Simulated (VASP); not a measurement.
# Ga7PdN8 (P3m1) in VASP: single point with PBEsol+U

Aim: the single point of Ga7PdN8 with PBEsol+U.

Everything below comes from runs of VASP 6.6.1. Logs are shortened: lines on timing, memory, paths and dates and some standing lists are left out, and cuts for length are marked.

### Step 1. The cell of the first run

The structure is trigonal, space group P3m1 (No. 156). The conventional cell has a = 6.380 Å, b = 6.380 Å, c = 5.189 Å, α = 90.00°, β = 90.00°, γ = 120.00°. Within 2.8 Å of Pd (site symmetry 3m) lie 4 N at 2.08 to 2.11 Å. Ga (site symmetry m) has 4 N at 1.92 to 1.94 Å within 2.5 Å. Within 2.6 Å of Ga (site symmetry m) lie 4 N at 1.93 to 1.94 Å. Within 2.6 Å of Ga (site symmetry 3m) lie 4 N at 1.94 to 1.95 Å. Within 2.6 Å of N (site symmetry 3m) lie 3 Ga at 1.93 Å and 1 Pd at 2.11 Å. Within 2.6 Å of N (site symmetry m) lie 4 Ga at 1.93 to 1.94 Å. N (site symmetry m) has 3 Ga at 1.92 to 1.93 Å and 1 Pd at 2.08 Å within 2.5 Å. Within 2.6 Å of N (site symmetry 3m) lie 4 Ga at 1.94 to 1.95 Å.

### Step 2. Single point, PBEsol+U, collinear spin

Contents of INCAR:

```
SYSTEM = Ga7PdN8
PREC = Accurate
ENCUT = 520
EDIFF = 1E-6
ISMEAR = 0
SIGMA = 0.05
LREAL = Auto
LASPH = .TRUE.
NELM = 150
ALGO = Normal
ISIF = 2
LWAVE = .FALSE.
LCHARG = .FALSE.
ISPIN = 2
MAGMOM = 0.37 0 0 0 0 0 0 0 0.18 0.01 0.01 0.01 0.04 0.04 0.04 0
LORBIT = 11
LMAXMIX = 4
LDAU = .TRUE.
LDAUTYPE = 2
LDAUL = 2 -1 -1
LDAUU = 2 0 0
LDAUJ = 0 0 0
LDAUPRINT = 1
GGA = PS
NBANDS = 88
```

Contents of KPOINTS:

```
Automatic mesh
0
G
  3 3 3
  0 0 0
```

Contents of POSCAR:

```
Ga7PdN8
1.0
    6.3800000000      0.0000000000      0.0000000000
   -3.1900000000      5.5252421000      0.0000000000
    0.0000000000      0.0000000000      5.1890000000
Pd Ga N
1 7 8
Direct
    0.3333333333      0.1666666667      0.9970661367
    0.3367868153      0.6683934076      0.0013916944
    0.8316065924      0.1632131847      0.0013916944
    0.8316065924      0.6683934076      0.0013916944
    0.1645381660      0.3354618340      0.4974567470
    0.1645381660      0.8290763319      0.4974567470
    0.6709236681      0.3354618340      0.4974567470
    0.6666666667      0.8333333333      0.4986304684
    0.3333333333      0.1666666667      0.4037776122
    0.3349280613      0.6674640307      0.3738691721
    0.8325359693      0.1650719387      0.3738691721
    0.8325359693      0.6674640307      0.3738691721
    0.1551430545      0.3448569455      0.8695298536
    0.1551430545      0.8102861089      0.8695298536
    0.6897138911      0.3448569455      0.8695298536
    0.6666666667      0.8333333333      0.8737833818
```

Potentials or basis: VASP PAW PBE potentials, release 64 (Pd, Ga_d, N).

Run with:

```
$ cat potpaw_PBE.64/Pd/POTCAR potpaw_PBE.64/Ga_d/POTCAR potpaw_PBE.64/N/POTCAR > POTCAR
$ mpirun -np 1 vasp_std > vasp.out
```

OUTCAR:

```text
SYSTEM = Ga7PdN8
   PREC = Accurate
   ENCUT = 520
   EDIFF = 1E-6
   ISMEAR = 0
   LREAL = Auto
   LASPH = .TRUE.
   NELM = 150
   ISIF = 2
   ISPIN = 2
   LORBIT = 11
   GGA = PS

 ion  position               nearest neighbor table
   1  0.333  0.167  0.997-  13 2.08  15 2.08  14 2.08   9 2.11
   2  0.337  0.668  0.001-  14 1.92  13 1.92  10 1.93  16 1.94
   3  0.832  0.163  0.001-  15 1.92  13 1.92  11 1.93  16 1.94
   4  0.832  0.668  0.001-  14 1.92  15 1.92  12 1.93  16 1.94
   5  0.165  0.335  0.497-   9 1.93  13 1.93  11 1.94  10 1.94
   6  0.165  0.829  0.497-   9 1.93  14 1.93  10 1.94  12 1.94
[... 8 lines left out ...]
  15  0.690  0.345  0.870-   3 1.92   4 1.92   7 1.93   1 2.08
  16  0.667  0.833  0.874-   4 1.94   2 1.94   3 1.94   8 1.95

  LATTYP: Found a hexagonal cell.
 ALAT       =     6.3800000000
 C/A-ratio  =     0.8133228840

  Lattice vectors:

 A1 = (   6.3800000000,   0.0000000000,   0.0000000000)
 A2 = (  -3.1900000000,   5.5252421000,   0.0000000000)
 A3 = (   0.0000000000,   0.0000000000,   5.1890000000)

Analysis of symmetry for initial positions (statically):
=====================================================================
 Subroutine PRICEL returns:
 Original cell was already a primitive cell.

 Routine SETGRP: Setting up the symmetry group for a
 hexagonal supercell.

 Subroutine GETGRP returns: Found  6 space group operations
 (whereof  2 operations were pure point group operations)
 out of a pool of 24 trial point group operations.

The static configuration has the point symmetry C_1h.
 The point group associated with its full space group is C_3v.

Analysis of symmetry for dynamics (positions and initial velocities):
=====================================================================
 Subroutine PRICEL returns:
 Original cell was already a primitive cell.

 Routine SETGRP: Setting up the symmetry group for a
 hexagonal supercell.

 Subroutine GETGRP returns: Found  6 space group operations
 (whereof  2 operations were pure point group operations)
 out of a pool of 24 trial point group operations.

The dynamic configuration has the point symmetry C_1h.
 The point group associated with its full space group is C_3v.

Analysis of structural, dynamic, and magnetic symmetry:
=====================================================================
 Subroutine PRICEL returns:
 Original cell was already a primitive cell.

 Routine SETGRP: Setting up the symmetry group for a
 hexagonal supercell.

 Subroutine GETGRP returns: Found  6 space group operations
 (whereof  2 operations were pure point group operations)
 out of a pool of 24 trial point group operations.

The overall configuration has the point symmetry C_1h.
 The point group associated with its full space group is C_3v.

 Subroutine INISYM returns: Found  6 space group operations
 (whereof  2 operations are pure point group operations),
 and found     1 'primitive' translations

----------------------------------------------------------------------------------------

                                     Primitive cell

  volume of cell :     182.9177

  direct lattice vectors                    reciprocal lattice vectors
     6.380000000  0.000000000  0.000000000     0.156739812  0.090493772  0.000000000
    -3.190000000  5.525242100  0.000000000     0.000000000  0.180987544  0.000000000
     0.000000000  0.000000000  5.189000000     0.000000000  0.000000000  0.192715359

  length of vectors
     6.380000000  6.380000021  5.189000000     0.180987545  0.180987544  0.192715359

  position of ions in fractional coordinates (direct lattice)
     0.333333333  0.166666667  0.997066137
     0.336786815  0.668393408  0.001391694
     0.831606592  0.163213185  0.001391694
     0.831606592  0.668393408  0.001391694
     0.164538166  0.335461834  0.497456747
     0.164538166  0.829076332  0.497456747
[... 8 lines left out ...]
     0.689713891  0.344856945  0.869529854
     0.666666667  0.833333333  0.873783382

  ion indices of the primitive-cell ions
[... 106 lines left out ...]
 spin polarized calculation
 Gauss-broadening in eV      SIGMA  =   0.05
  energy-cutoff  :      520.00
  volume of cell :      182.92
 maximum number of plane-waves:      4969
 NGX is ok and might be reduce to    48
   NGX = 23   NGY = 23   NGZ = 19

 number of electron     140.9999992 magnetization      -0.0152247

atom =   1  type =  1  l = 2

 onsite density matrix

spin component  1

  0.8651  0.0000  0.0000  0.0618 -0.0000
  0.0000  0.9188  0.0000 -0.0000  0.0618
  0.0000  0.0000  0.7648 -0.0000  0.0000
  0.0618 -0.0000 -0.0000  0.9188 -0.0000
 -0.0000  0.0618  0.0000 -0.0000  0.8651

spin component  2

  0.8651  0.0000  0.0000  0.0618 -0.0000
  0.0000  0.9188  0.0000 -0.0000  0.0618
  0.0000  0.0000  0.7648 -0.0000  0.0000
  0.0618 -0.0000 -0.0000  0.9188 -0.0000
 -0.0000  0.0618  0.0000 -0.0000  0.8651

 occupancies and eigenvectors

  o =  0.7648  v =  0.0000  0.0000  0.0000  0.0000  0.0000  0.0000 -0.0000 -1.0000  0.0000  0.0000      0.0000  0.0000  0.0000  0.0000  0.0000  0.0000  0.0000  0.0000  0.0000  0.0000
  o =  0.7648  v =  0.0000 -0.0000 -1.0000  0.0000  0.0000  0.0000  0.0000  0.0000  0.0000  0.0000      0.0000  0.0000  0.0000  0.0000  0.0000  0.0000  0.0000  0.0000  0.0000  0.0000
  o =  0.8245  v = -0.8362  0.0000  0.0000  0.5485 -0.0000  0.0000  0.0000  0.0000  0.0000  0.0000      0.0000  0.0000  0.0000  0.0000  0.0000  0.0000  0.0000  0.0000  0.0000  0.0000
  o =  0.8245  v =  0.0000 -0.5485  0.0000  0.0000  0.8362  0.0000  0.0000  0.0000  0.0000  0.0000      0.0000  0.0000  0.0000  0.0000  0.0000  0.0000  0.0000  0.0000  0.0000  0.0000
  o =  0.8245  v =  0.0000  0.0000  0.0000  0.0000  0.0000 -0.8361  0.0000  0.0000  0.5485 -0.0000      0.0000  0.0000  0.0000  0.0000  0.0000  0.0000  0.0000  0.0000  0.0000  0.0000
  o =  0.8245  v =  0.0000  0.0000  0.0000  0.0000  0.0000  0.0000 -0.5485  0.0000  0.0000  0.8361      0.0000  0.0000  0.0000  0.0000  0.0000  0.0000  0.0000  0.0000  0.0000  0.0000
  o =  0.9593  v = -0.5485  0.0000 -0.0000 -0.8362  0.0000  0.0000  0.0000  0.0000  0.0000  0.0000      0.0000  0.0000  0.0000  0.0000  0.0000  0.0000  0.0000  0.0000  0.0000  0.0000
  o =  0.9593  v =  0.0000  0.8362  0.0000 -0.0000  0.5485  0.0000  0.0000  0.0000  0.0000  0.0000      0.0000  0.0000  0.0000  0.0000  0.0000  0.0000  0.0000  0.0000  0.0000  0.0000
  o =  0.9593  v =  0.0000  0.0000  0.0000  0.0000  0.0000 -0.5485  0.0000 -0.0000 -0.8361  0.0000      0.0000  0.0000  0.0000  0.0000  0.0000  0.0000  0.0000  0.0000  0.0000  0.0000
  o =  0.9593  v =  0.0000  0.0000  0.0000  0.0000  0.0000  0.0000  0.8361  0.0000 -0.0000  0.5485      0.0000  0.0000  0.0000  0.0000  0.0000  0.0000  0.0000  0.0000  0.0000  0.0000

 number of electron     140.9999992 magnetization       0.0004070

 Free energy of the ion-electron system (eV)
  ---------------------------------------------------
  ext. energy  EPLUGINS =         0.00000000
  ---------------------------------------------------
  free energy    TOTEN  =      -101.57223648 eV

  energy without entropy =     -101.57025877  energy(sigma->0) =     -101.57124763

 E-fermi :   6.3759     XC(G=0): -11.9949

 val. band max:        6.3538854095   @ k =   0.3333   0.3333   0.0000
 cond. band min:       6.4713035257   @ k =   0.3333  -0.0000   0.3333
 fundamental gap:      0.1174181163
 Fermi energy:         6.3759361322

 spin component 1

 k-point     1 :       0.0000    0.0000    0.0000
  band No.  band energies     occupation
      1     -10.5784      1.00000
      2      -9.6605      1.00000
      3      -9.6550      1.00000
      4      -9.6550      1.00000
      5      -9.5829      1.00000
      6      -9.4392      1.00000
[... 584 lines left out ...]
     81      12.5980      0.00000
     82      12.7646      0.00000
 Fermi energy:         6.3759361322

 spin component 2

 k-point     1 :       0.0000    0.0000    0.0000
  band No.  band energies     occupation
      1     -10.5784      1.00000
      2      -9.6605      1.00000
      3      -9.6550      1.00000
      4      -9.6550      1.00000
      5      -9.5828      1.00000
      6      -9.4392      1.00000
[... 584 lines left out ...]
     81      12.5980      0.00000
     82      12.7646      0.00000
 [bands above 82 left out]

------------------------ aborting loop because EDIFF is reached ----------------------------------------

  FORCE on cell =-STRESS in cart. coord.  units (eV):
  Direction    XX          YY          ZZ          XY          YZ          ZX
  --------------------------------------------------------------------------------------
  -------------------------------------------------------------------------------------
  Total        3.5496234      3.5496234      2.0442012     -0.0000000      0.0000000      0.0000000
  in kB       31.0911796     31.0911798     17.9051748     -0.0000000      0.0000000      0.0000000
  external PRESSURE =      26.6958447 kB  Pullay stress =       0.0000000 kB

 VOLUME and BASIS-vectors are now :
 -----------------------------------------------------------------------------
  energy-cutoff  :      520.00
  volume of cell :      182.92
      direct lattice vectors                 reciprocal lattice vectors
     6.380000000  0.000000000  0.000000000     0.156739812  0.090493772  0.000000000
    -3.190000000  5.525242100  0.000000000     0.000000000  0.180987544  0.000000000
     0.000000000  0.000000000  5.189000000     0.000000000  0.000000000  0.192715359

 POSITION                                       TOTAL-FORCE (eV/Angst)
 -----------------------------------------------------------------------------------
      1.59500      0.92087      5.17378        -0.000000      0.000000     -0.924856
      0.01652      3.69304      0.00722        -0.029007     -0.016747      0.030024
      4.78500      0.90179      0.00722        -0.000000      0.033494      0.030024
      3.17348      3.69304      0.00722         0.029007     -0.016747      0.030024
     -0.02037      1.85351      2.58130        -0.124318      0.071775      0.042546
     -1.59500      4.58085      2.58130        -0.000000     -0.143550      0.042546
[... 8 lines left out ...]
      3.30028      1.90542      4.51199         0.008451      0.004879      0.263288
      1.59500      4.60437      4.53406        -0.000000      0.000000     -0.008271
 -----------------------------------------------------------------------------------
    total drift:                               -0.000009      0.000003     -0.004406

  FREE ENERGIE OF THE ION-ELECTRON SYSTEM (eV)
  ---------------------------------------------------
  free  energy   TOTEN  =      -101.5722364832 eV

  energy  without entropy=     -101.5702587678  energy(sigma->0) =     -101.57124763

 total charge

# of ion       s       p       d       tot
------------------------------------------
    1        0.482   0.571   8.614   9.668
    2        0.794   0.939  10.200  11.933
    3        0.794   0.939  10.200  11.933
    4        0.794   0.939  10.200  11.933
    5        0.791   0.918  10.193  11.902
    6        0.791   0.918  10.193  11.902
[... 8 lines left out ...]
   15        1.241   2.447   0.000   3.688
   16        1.217   2.515   0.000   3.731
--------------------------------------------------
tot         15.852  26.899  79.978 122.728

 magnetization (x)

# of ion       s       p       d       tot
------------------------------------------
    1       -0.000   0.000   0.000   0.000
    2        0.000   0.000   0.000   0.000
    3        0.000   0.000   0.000   0.000
    4        0.000   0.000   0.000   0.000
    5        0.000   0.000   0.000   0.000
    6        0.000   0.000   0.000   0.000
[... 8 lines left out ...]
   15        0.000   0.000   0.000   0.000
   16       -0.000  -0.000   0.000  -0.000
--------------------------------------------------
tot         -0.000  -0.000   0.000   0.000
```

It took 8.5 min on 1 thread of Intel Xeon Platinum 8375C at 2.90GHz (Ice Lake), shared host; peak memory 0.44 GiB.

What came out:

* Free energy: -101.5722 eV
* Pressure: 2.7 GPa
* Largest force: 0.925 eV/Å
* Net moment: 0.00 μB per cell
* Valence electrons inside the program's atomic spheres: Pd 9.67; Ga 11.93, 11.90, 11.89 (each value once); N 3.68, 3.73, 3.69 (each value once)

Forces on the atoms (eV/Å):
```
Pd   0.000  0.000 -0.925
Ga  -0.029 -0.017  0.030
Ga   0.000  0.033  0.030
Ga   0.029 -0.017  0.030
Ga  -0.124  0.072  0.043
Ga   0.000 -0.144  0.043
Ga   0.124  0.072  0.043
Ga   0.000  0.000  0.000
N    0.000  0.000 -0.082
N    0.042  0.024  0.003
N    0.000 -0.048  0.003
N   -0.042  0.024  0.003
N   -0.008  0.005  0.263
N    0.000 -0.010  0.263
N    0.008  0.005  0.263
N    0.000  0.000 -0.008
```

Levels at points of the mesh, in eV from the Fermi level:
Spin up:
```
           k point  band 68  band 69  band 70  band 71  band 72  band 73
(0.00, 0.00, 0.00)    -1.40    -1.40    -0.34     0.48     0.48     1.06
```
Spin down:
| k point | band 68 | band 69 | band 70 | band 71 | band 72 | band 73 |
| --- | --- | --- | --- | --- | --- | --- |
| (0.00, 0.00, 0.00) | -1.40 | -1.40 | -0.34 | 0.48 | 0.48 | 1.06 |

Eigenvalues of the final occupation matrices:
| site | spin | trace | eigenvalues |
| --- | --- | --- | --- |
| site 1 d | 1 | 4.33 | 0.76 0.82 0.82 0.96 0.96 |
| site 1 d | 2 | 4.33 | 0.76 0.82 0.82 0.96 0.96 |

Caveat: the k points lie up to 0.40 Å⁻¹ apart; the PAW data sets were made with another functional, which shifts forces and pressure a little.
